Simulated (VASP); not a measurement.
GaCo:

```
Ga Co
1.0
     2.87800    0.00000    0.00000
     0.00000    2.87800    0.00000
     0.00000    0.00000    2.87800
Ga Co
1 1
Direct
  0.50000 0.50000 0.50000
  0.00000 0.00000 0.00000
```

Base run:

- Program: VASP 6.6.1
- Functional: PBE
- Potentials or basis: VASP PAW PBE potentials, release 64 (Ga_d, Co_sv)
- Cutoff: 690 eV
- k mesh: 8 × 8 × 8
- Occupations: fermi-dirac, width 0.05 eV
- Spin: collinear spin, ferromagnetic start
- Starting moments: [0.0, 2.5] μB
- Fixed moment: 2.5 μB

Its results: pressure 26.9 GPa; site moments Ga +0.24; Co +2.03 μB.

Problem. The run is repeated on the same cell with these changes: fixed moment from 2.5 μB to 2 μB; moments at the start from [0.0, 2.5] to [0.0, 2.0]. What comes out?

Solution. Pressure 16.9 GPa; site moments Ga +0.12; Co +1.72 μB.

Caveats: the cell stands under pressure; the total moment is fixed, so each spin has its own Fermi level and the state may be an excited one.
